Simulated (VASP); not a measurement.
# Ru (P6_3/mmc) in VASP: notebook

Runs on Ru. Level: PBE. Tasks: relaxation of cell and atoms.

Everything below comes from runs of VASP 6.6.1. Logs are shortened: lines on timing, memory, paths and dates and some standing lists are left out, and cuts for length are marked.

### Step 1. The cell of the first run

It takes space group P6_3/mmc (No. 194, hexagonal). Conventional cell: a = 2.708 Å, b = 2.708 Å, c = 4.268 Å, α = 90.00°, β = 90.00°, γ = 120.00°. Within 3.5 Å of Ru (site symmetry -6m2) lie 12 Ru at 2.65 to 2.71 Å.

### Step 2. Relaxation of cell and atoms, PBE

INCAR

```
SYSTEM = Ru
ALGO = Normal
EDIFF = 1E-6
EDIFFG = -0.002
ENCUT = 600
GGA = PE
IBRION = 2
ISIF = 3
ISMEAR = 0
LASPH = .True.
LCHARG = .False.
LREAL = .False.
LWAVE = .False.
NELM = 80
NSW = 100
PREC = Accurate
SIGMA = 0.1
```

KPOINTS

```
k-points
0
Gamma
  15 15 8
  0 0 0
```

POSCAR

```
Ru
1.0
    2.7078263400      0.0000000000      0.0000000000
   -1.3539131700      2.3450464000      0.0000000000
    0.0000000000      0.0000000000      4.2681017800
Ru
2
Direct
    0.3333333300      0.6666666700      0.2500000000
    0.6666666700      0.3333333300      0.7500000000
```

Potentials or basis: VASP PAW PBE potentials, release 64 (Ru_pv).

Command:

```bash
> cat potpaw_PBE.64/Ru_pv/POTCAR > POTCAR
> mpirun -np 1 vasp_std > vasp.out
```

OUTCAR:

```text
SYSTEM = Ru
   EDIFF = 1E-6
   EDIFFG = -0.002
   ENCUT = 600
   GGA = PE
   IBRION = 2
   ISIF = 3
   ISMEAR = 0
   LASPH = .True.
   LREAL = .False.
   NELM = 80
   NSW = 100
   PREC = Accurate

 ion  position               nearest neighbor table
   1  0.333  0.667  0.250-   2 2.65   2 2.65   2 2.65   2 2.65   2 2.65   2 2.65
   2  0.667  0.333  0.750-   1 2.65   1 2.65   1 2.65   1 2.65   1 2.65   1 2.65

  LATTYP: Found a hexagonal cell.
 ALAT       =     2.7078263400
 C/A-ratio  =     1.5762095659

  Lattice vectors:

 A1 = (   2.7078263400,   0.0000000000,   0.0000000000)
 A2 = (  -1.3539131700,   2.3450464000,   0.0000000000)
 A3 = (   0.0000000000,   0.0000000000,   4.2681017800)

Analysis of symmetry for initial positions (statically):
=====================================================================
 Subroutine PRICEL returns:
 Original cell was already a primitive cell.

 Routine SETGRP: Setting up the symmetry group for a
 hexagonal supercell.

 Subroutine GETGRP returns: Found 24 space group operations
 (whereof 12 operations were pure point group operations)
 out of a pool of 24 trial point group operations.

The static configuration has the point symmetry D_3d.
 The point group associated with its full space group is D_6h.

Analysis of symmetry for dynamics (positions and initial velocities):
=====================================================================
 Subroutine PRICEL returns:
 Original cell was already a primitive cell.

 Routine SETGRP: Setting up the symmetry group for a
 hexagonal supercell.

 Subroutine GETGRP returns: Found 24 space group operations
 (whereof 12 operations were pure point group operations)
 out of a pool of 24 trial point group operations.

The dynamic configuration has the point symmetry D_3d.
 The point group associated with its full space group is D_6h.

 Subroutine INISYM returns: Found 24 space group operations
 (whereof 12 operations are pure point group operations),
 and found     1 'primitive' translations

----------------------------------------------------------------------------------------

                                     Primitive cell

  volume of cell :      27.1024

  direct lattice vectors                    reciprocal lattice vectors
     2.707826340  0.000000000  0.000000000     0.369299901  0.213215397  0.000000000
[... 109 lines left out ...]
  Thomas-Fermi vector in A             =   2.743152
   LORBIT       =      0    0 simple, 1 ext, 2 COOP (PROOUT), +10 PAW based schemes
   GGA     = PE    functional components
   LHFCALC =     F    Hartree Fock is set to
   AEXX    =    0.0000 exact exchange contribution
   IVDW    =     0    specifies the selected vdW correction
   LEPSILON=     F    determine dielectric tensor
   LRPA    =     F    only Hartree local field effects (RPA)
 conjugate gradient relaxation of ions
 non-spin polarized calculation
 Gauss-broadening in eV      SIGMA  =   0.10
  energy-cutoff  :      600.00
  volume of cell :       27.10
 maximum number of plane-waves:       929
 NGX is ok and might be reduce to    24
   NGX = 11   NGY = 11   NGZ = 17

--------------------------------------- Ionic step        1  -------------------------------------------

 number of electron      28.0000001 magnetization

 Free energy of the ion-electron system (eV)
  ---------------------------------------------------
  ext. energy  EPLUGINS =         0.00000000
  ---------------------------------------------------
  free energy    TOTEN  =       -18.47051217 eV

  energy without entropy =      -18.46280708  energy(sigma->0) =      -18.46665962

------------------------ aborting loop because EDIFF is reached ----------------------------------------

  FORCE on cell =-STRESS in cart. coord.  units (eV):
  Direction    XX          YY          ZZ          XY          YZ          ZX
  --------------------------------------------------------------------------------------
  -------------------------------------------------------------------------------------
  Total        0.7735604      0.7735604      0.9780795     -0.0000000     -0.0000000     -0.0000000
  in kB       45.7296439     45.7296440     57.8199519     -0.0000000     -0.0000000     -0.0000000
  external PRESSURE =      49.7597466 kB  Pullay stress =       0.0000000 kB
[... 89 lines left out ...]
  FREE ENERGIE OF THE ION-ELECTRON SYSTEM (eV)
  ---------------------------------------------------
  free  energy   TOTEN  =       -18.4769239946 eV

  energy  without entropy=      -18.4691014159  energy(sigma->0) =      -18.47301271

[... ionic steps 4 to 7 ...]

--------------------------------------- Ionic step        8  -------------------------------------------

 number of electron      28.0000004 magnetization

------------------------ aborting loop because EDIFF is reached ----------------------------------------
[... 67 lines left out ...]
--------------------------------------- Ionic step       10  -------------------------------------------

 number of electron      28.0000004 magnetization

 Free energy of the ion-electron system (eV)
  ---------------------------------------------------
  ext. energy  EPLUGINS =         0.00000000
  ---------------------------------------------------
  free energy    TOTEN  =       -18.47694007 eV

  energy without entropy =      -18.46914179  energy(sigma->0) =      -18.47304093

 E-fermi :  12.5940     XC(G=0): -14.0371

 val. band max:       12.5790788223   @ k =   0.0000   0.0000   0.3750
 cond. band min:      12.6228014541   @ k =   0.0667   0.0000   0.3750
 fundamental gap:      0.0437226318
 Fermi energy:        12.5940152404

 k-point     1 :       0.0000    0.0000    0.0000
  band No.  band energies     occupation
      1     -31.0016      2.00000
      2     -30.1109      2.00000
      3     -30.1109      2.00000
      4     -29.9460      2.00000
      5     -29.9460      2.00000
      6     -29.9028      2.00000
[... 481 lines left out ...]
      5     -30.2443      2.00000
      6     -30.2189      2.00000
[... 10 lines left out ...]
     17      17.8493      0.00000
     18      19.2813      0.00000

 [... further k-points ...]

------------------------ aborting loop because EDIFF is reached ----------------------------------------

  FORCE on cell =-STRESS in cart. coord.  units (eV):
  Direction    XX          YY          ZZ          XY          YZ          ZX
  --------------------------------------------------------------------------------------
  -------------------------------------------------------------------------------------
  Total       -0.0017399     -0.0017399     -0.0007703     -0.0000000     -0.0000000     -0.0000000
  in kB       -0.1013050     -0.1013050     -0.0448488     -0.0000000     -0.0000000     -0.0000000
  external PRESSURE =      -0.0824863 kB  Pullay stress =       0.0000000 kB
[... 17 lines left out ...]
  FREE ENERGIE OF THE ION-ELECTRON SYSTEM (eV)
  ---------------------------------------------------
  free  energy   TOTEN  =       -18.4769400696 eV

  energy  without entropy=      -18.4691417943  energy(sigma->0) =      -18.47304093

 reached required accuracy - stopping structural energy minimisation
```

Wall time 7.3 min (1 thread of AMD EPYC 7R13, shared host); peak memory 0.18 GiB.

What came out:

```yaml
Free_energy: -18.4769 eV
Relaxed_volume: 13.76 Å³/atom
Relaxed_cell: a = 2.720 Å, b = 2.720 Å, c = 4.295 Å, α = 90.00°, β = 90.00°, γ = 120.00°
Space_group_after_relaxing_to_0.05_Å: P6_3/mmc (No. 194)
Energy_gained_by_relaxing: 3.2 meV/atom
Ionic_steps: 10
Pressure_after_relaxing: 0.0 GPa
Band_gap_on_the_k_mesh: zero (band 14 reaches 14.12 eV, above the bottom of band 15 at 11.11 eV)
```

Step by step:
```csv
step,energy change (eV),largest force (eV/Å),pressure (GPa),volume (Å³)
1,0.0000,0.0000,4.98,27.10
2,0.0467,0.0000,-12.76,28.79
3,-0.0064,0.0000,-0.08,27.53
4,-0.0064,0.0000,-0.04,27.52
5,-0.0064,0.0000,0.05,27.51
6,-0.0064,0.0000,0.09,27.51
7,-0.0064,0.0000,0.10,27.51
8,-0.0064,0.0000,0.08,27.51
9,-0.0064,0.0000,-0.10,27.53
10,-0.0064,0.0000,-0.01,27.52
```

Final structure:
```xyz
2
Lattice="2.7198 0.0000 0.0000 -1.3599 2.3554 0.0000 0.0000 0.0000 4.2954" Properties=species:S:1:pos:R:3 pbc="T T T"
Ru    0.0000    1.5703    1.0739
Ru    1.3599    0.7851    3.2216
```

### Step 3. Relaxation of cell and atoms, PBE

This run uses another cell than the first one, of 13.76 Å³/atom, 1.016 times its volume.

INCAR

```
PREC = Accurate
ENCUT = 600
EDIFF = 1E-7
ISMEAR = -1
SIGMA = 0.15
LREAL = F
LASPH = T
NELM = 60
ALGO = Normal
ISIF = 3
LWAVE = F
LCHARG = F
GGA = PE
IBRION = 2
NSW = 80
EDIFFG = -0.001
```

KPOINTS

```
Automatic mesh
0
Gamma
  15 15 8
```

POSCAR

```
Ru
1.0
    2.7200332038      0.0000000000      0.0000000000
   -1.3600166019      2.3556178536      0.0000000000
    0.0000000000      0.0000000000      4.2956611061
Ru
2
Direct
    0.3333333333      0.6666666667      0.2500000000
    0.6666666667      0.3333333333      0.7500000000
```

Potentials or basis: VASP PAW PBE potentials, release 64 (Ru_pv).

Command:

```bash
> cat potpaw_PBE.64/Ru_pv/POTCAR > POTCAR
> mpirun -np 1 vasp_std > vasp.out
```

It took 4.8 min on 1 thread of AMD EPYC 7R13, shared host; peak memory 0.18 GiB.

Results (log left out):

```
Free energy                            : -18.5336 eV
Relaxed volume                         : 13.78 Å³/atom
Relaxed cell                           : a = 2.722 Å, b = 2.722 Å, c = 4.297 Å, α = 90.00°, β = 90.00°, γ = 120.00°
Space group after relaxing (to 0.05 Å) : P6_3/mmc (No. 194)
Energy gained by relaxing              : 0.0 meV/atom
Ionic steps                            : 6
Pressure after relaxing                : 0.0 GPa
Band gap on the k mesh                 : zero (band 14 reaches 14.09 eV, above the bottom of band 15 at 11.09 eV)
```

Final structure:
```
Ru
1.0
     2.72169    0.00000    0.00000
    -1.36084    2.35705    0.00000
     0.00000    0.00000    4.29650
Ru
2
Direct
  0.33333 0.66667 0.25000
  0.66667 0.33333 0.75000
```

Levels at points of the mesh, in eV from the Fermi level:
| k point | band 10 | band 11 | band 12 | band 13 | band 14 | band 15 | band 16 | band 17 | band 18 |
| --- | --- | --- | --- | --- | --- | --- | --- | --- | --- |
| (0.00, 0.00, 0.00) | -2.55 | -2.36 | -1.88 | -1.88 | -1.39 | -1.39 | 1.14 | 1.14 | 1.29 |
| (0.00, 0.00, 0.50) | -2.72 | -2.72 | -2.72 | -2.66 | -2.66 | 0.52 | 0.52 | 0.52 | 0.52 |
